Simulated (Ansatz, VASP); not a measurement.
Si2Ge: VASP beside Ansatz

File POSCAR:

```
Si2Ge
1.0
    3.8969242098      0.0000000000      0.0000000000
   -1.9484621049      3.3748353623      0.0000000000
    0.0000000000      0.0000000000      9.5421087612
Si Ge
4 2
Direct
    0.0000000000      0.0000000000      0.8770714465
    0.6666666667      0.3333333333      0.5398022008
    0.3333333333      0.6666666667      0.4601977992
    0.0000000000      0.0000000000      0.1229285535
    0.3333333333      0.6666666667      0.2080164506
    0.6666666667      0.3333333333      0.7919835494
```

File INCAR.step1:

```
SYSTEM = Si2Ge
PREC     = Accurate       ! precision mode
ENCUT    = 520            ! plane-wave cutoff, eV
ISMEAR   = 0              ! smearing method
SIGMA    = 0.01           ! smearing width, eV
LREAL    = .FALSE.        ! projectors in reciprocal space
LASPH    = .TRUE.         ! aspherical terms in the spheres
NELM     = 80             ! most SCF steps
NBANDS   = 31             ! bands
GGA      = PE             ! functional
ALGO     = Normal         ! electronic algorithm
EDIFF    = 1E-4           ! SCF threshold, eV
LWAVE    = .TRUE.         ! write WAVECAR
LCHARG   = .FALSE.        ! write CHGCAR
```

The input INCAR.step2:

```
SYSTEM = Si2Ge
PREC     = Accurate       ! precision mode
ENCUT    = 520            ! plane-wave cutoff, eV
EDIFF    = 1E-7           ! SCF threshold, eV
ISMEAR   = 0              ! smearing method
SIGMA    = 0.01           ! smearing width, eV
LREAL    = .FALSE.        ! projectors in reciprocal space
LASPH    = .TRUE.         ! aspherical terms in the spheres
NELM     = 80             ! most SCF steps
ALGO     = Normal         ! electronic algorithm
ISIF     = 2              ! what is computed and relaxed
LWAVE    = .FALSE.        ! write WAVECAR
LCHARG   = .FALSE.        ! write CHGCAR
METAGGA  = R2SCAN         ! meta-GGA
LMIXTAU  = .TRUE.       
NBANDS   = 31             ! bands
ISTART   = 1
```

Contents of KPOINTS:

```
regular mesh
0
G
  12 12 4
  0 0 0
```

Input for Ansatz:

```yaml
crystal:
  lattice:
    - [3.8969242098, 0.0, 0.0]
    - [-1.9484621049, 3.3748353623, 0.0]
    - [0.0, 0.0, 9.5421087612]
  atoms:
    - { symbol: Si, position: [0.0, 0.0, 0.8770714465] }
    - { symbol: Si, position: [0.6666666667, 0.3333333333, 0.5398022008] }
    - { symbol: Ge, position: [0.3333333333, 0.6666666667, 0.2080164506] }
    - { symbol: Ge, position: [0.6666666667, 0.3333333333, 0.7919835494] }
    - { symbol: Si, position: [0.3333333333, 0.6666666667, 0.4601977992] }
    - { symbol: Si, position: [0.0, 0.0, 0.1229285535] }
kpoints:
  mp_grid: { grid: [12, 12, 4] }
  band_path:
    path:
      - [0.0, 0.0, 0.0]
      - [0.5, 0.0, 0.0]
      - [0.3333333333, 0.3333333333, 0.0]
      - [0.0, 0.0, 0.5]
      - [0.5, 0.0, 0.5]
      - [0.3333333333, 0.3333333333, 0.5]
      - [0.0, 0.408854, 0.190104]
    npoints: 1
hamiltonian:
  xc: r2scan
scf:
  occupations: { method: fixed }
  n_extra_bands: 5
output:
  forces: true
  stress: true
  eigenvalues: true
  write_density: true
  write_potential: true
  elf: true
  volumetric_format: npy
```

Alike in both runs: task single point; functional r2SCAN; k mesh 12 × 12 × 4; no spin polarisation.

|  | VASP | Ansatz |
| --- | --- | --- |
| version | VASP 6.6.1 | Ansatz 0.2.0 |
| potentials or method | VASP PAW PBE potentials, release 64 (Si, Ge_d) | plane waves, PAW |
| plane-wave cutoff (eV) | 520 | 500 |
| occupations | gaussian, width 0.01 eV | fixed |
| valence electrons in the cell | 44 | 44 |

Ansatz gave:

- gap on the k mesh at the Fermi level (eV): 0.77
- pressure (GPa): 0.0
- rms of the force components (eV/Å): 0.001

Which values does VASP return?

gap on the k mesh at the Fermi level (eV): 0.77; pressure (GPa): -0.1; rms of the force components (eV/Å): 0.009.

VASP's potentials were made for PBE, not for r2SCAN.
